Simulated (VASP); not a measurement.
Here is a VASP 6.6.1 calculation.

File INCAR:

```
PREC = Accurate
ENCUT = 520
EDIFF = 1E-6
ISMEAR = 0
SIGMA = 0.05
LREAL = F
LASPH = T
NELM = 60
ALGO = Normal
ISIF = 2
LWAVE = F
LCHARG = T
GGA = PS
LELF = T
LVHAR = T
NBANDS = 12
```

KPOINTS

```
regular mesh
0
Gamma
  18 18 18
```

POSCAR

```
Ta
1.0
   -1.6354381924      1.6354381924      1.6354381924
    1.6354381924     -1.6354381924      1.6354381924
    1.6354381924      1.6354381924     -1.6354381924
Ta
1
Direct
    0.0000000000      0.0000000000      0.0000000000
```

Potentials or basis: VASP PAW PBE potentials, release 64 (Ta_pv).

Command:

```console
$ cat potpaw_PBE.64/Ta_pv/POTCAR > POTCAR
$ mpirun -np 1 vasp_std > vasp.out
```

(1) Estimate the band gap on the k mesh.

(2) Predict the pressure.

## Answers

(1) zero (an odd number of electrons rules out a gap without spin polarisation).

(2) 2.0 GPa.

Caveat: the PAW data sets were made with another functional, which shifts forces and pressure a little; spin-orbit coupling is left out, which moves the levels of the heavy elements.
